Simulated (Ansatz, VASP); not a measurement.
**One calculation of B3Ir, two programs**

File INCAR:

```
ALGO = Normal ; EDIFF = 1E-6
EDIFFG = -0.04 ; ENCUT = 600
GGA = PE ; IBRION = 2
ISIF = 3 ; ISMEAR = 0
LASPH = True ; LCHARG = False
LREAL = False ; LWAVE = False
NELM = 100 ; NSW = 90
PREC = Accurate ; SIGMA = 0.1
```

File KPOINTS:

```
k-points
0
Gamma
  6 6 6
```

POSCAR

```
B3Ir
1.0
    3.2870201400      0.0000000000      0.0000000000
    0.0000000000      3.2870201400      0.0000000000
    0.0000000000      0.0000000000      3.2532340700
B Ir
3 1
Direct
    0.0000000000      0.5000000000      0.5000000000
    0.5000000000      0.0000000000      0.5000000000
    0.5000000000      0.5000000000      0.0000000000
    0.0000000000      0.0000000000      0.0000000000
```

Input for Ansatz:

```yaml
crystal:
  lattice:
    - [3.28702014, 0.0, 0.0]
    - [0.0, 3.28702014, 0.0]
    - [0.0, 0.0, 3.25323407]
  atoms:
    - { symbol: B, position: [0.0, 0.5, 0.5] }
    - { symbol: B, position: [0.5, 0.0, 0.5] }
    - { symbol: B, position: [0.5, 0.5, 0.0] }
    - { symbol: Ir, position: [0.0, 0.0, 0.0] }
basis:
  ecutwfc: 420
kpoints:
  mp_grid: { grid: [6, 6, 6] }
hamiltonian:
  xc: pbe
scf:
  occupations: { method: gaussian, width: 0.1 }
  lower_state_search: "off"
output:
  forces: true
  stress: true
  eigenvalues: true
relax:
  adjacent_minimum: "off"
  f_tol: 0.04
  max_steps: 70
  cell: { stress_tol: 0.4 }
```

Change from the starting cell: species swapped into the Cu3Pd type (P4/mmm, No. 123).

Alike in both runs: task relaxation of cell and atoms; functional PBE; k mesh 6 × 6 × 6; occupations gaussian, width 0.1 eV; no spin polarisation.

|  | VASP | Ansatz |
| --- | --- | --- |
| version | VASP 6.6.1 | Ansatz 0.2.0 |
| potentials or method | VASP PAW PBE potentials, release 64 (B, Ir), cutoff 600 eV | scalar-relativistic, plane waves, PAW |
| valence electrons in the cell | 18 | 26 |

VASP gave:

| Item | Value |
| --- | --- |
| gap on the k mesh at the Fermi level, each at its own relaxed structure (eV) | none |
| relaxed volume (Å³/atom) | 8.52 |
| relaxed cell length with the largest relative difference (Å) | 3.253 |

Question: Estimate Ansatz's values.

Answer: gap on the k mesh at the Fermi level, each at its own relaxed structure (eV): none; relaxed volume (Å³/atom): 8.50; relaxed cell length with the largest relative difference (Å): 3.249.

A gap of «none» marks a metal or a gap that the smearing closes. VASP's potentials hold 18 valence electrons a cell and Ansatz's 26, so a difference there can come from the potentials and not from the codes.

Neither program's run includes spin-orbit coupling.
